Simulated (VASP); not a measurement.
Write the native input for VASP 6.6.1 that does the following.

| Property | Result |
| --- | --- |
| Task | relaxation of cell and atoms |
| Functional | PBE |
| Potentials or basis | VASP PAW PBE potentials, release 64 (Sr_sv, Al, O) |
| Cutoff | 600 eV |
| k mesh | 6 × 6 × 12 |
| Occupations | gaussian, width 0.1 eV |
| Spin | no spin polarisation |
| Dipole correction | no |
| Further INCAR settings | ALGO = Normal; EDIFF = 1e-06; IBRION = 2; EDIFFG = -0.01; NSW = 100; ISIF = 3 |

The structure of SrAl3O2 lies in POSCAR:

```
SrAl3O2
1.0
    6.2104935163      0.0000000000      0.0000000000
   -3.1052467581      5.3784451551      0.0000000000
    0.0000000000      0.0000000000      3.1022398835
Sr Al O
1 3 2
Direct
    0.0000000000      0.0000000000      0.5000000000
    0.5000000000      0.0000000000      0.5000000000
    0.0000000000      0.5000000000      0.5000000000
    0.5000000000      0.5000000000      0.5000000000
    0.3333333333      0.6666666667      0.0000000000
    0.6666666667      0.3333333333      0.0000000000
```

These files were run (other wordings do the same):

INCAR

```
SYSTEM = SrAl3O2
PREC = Accurate
ENCUT = 600
EDIFF = 1E-6
ISMEAR = 0
SIGMA = 0.1
LREAL = .False.
LASPH = .True.
NELM = 60
ALGO = Normal
ISIF = 3
LWAVE = .False.
LCHARG = .False.
GGA = PE
IBRION = 2
NSW = 100
EDIFFG = -0.01
```

KPOINTS

```
Automatic mesh
0
Gamma
  6 6 12
  0 0 0
```

Potentials or basis: VASP PAW PBE potentials, release 64 (Sr_sv, Al, O).

Command:

```console
$ cat potpaw_PBE.64/Sr_sv/POTCAR potpaw_PBE.64/Al/POTCAR potpaw_PBE.64/O/POTCAR > POTCAR
$ mpirun -np 1 vasp_std > vasp.out
```

Results of the run:

```json
{
 "Relaxed volume": "17.33 Å³/atom",
 "Relaxed cell": "a = 6.220 Å, b = 6.220 Å, c = 3.104 Å, α = 90.00°, β = 90.00°, γ = 120.00°",
 "Space group after relaxing (to 0.05 Å)": "P6/mmm (No. 191)",
 "Energy gained by relaxing": "0.1 meV/atom",
 "Ionic steps": "2",
 "Pressure after relaxing": "0.0 GPa"
}
```

Caveat: an odd number of electrons without spin polarisation forces a metal; a magnetic or distorted state may lie lower.

It took 3.2 min on 1 thread of Intel(R) Xeon(R) 6975P-C (Granite Rapids), on a shared host, peak memory 0.33 GiB.
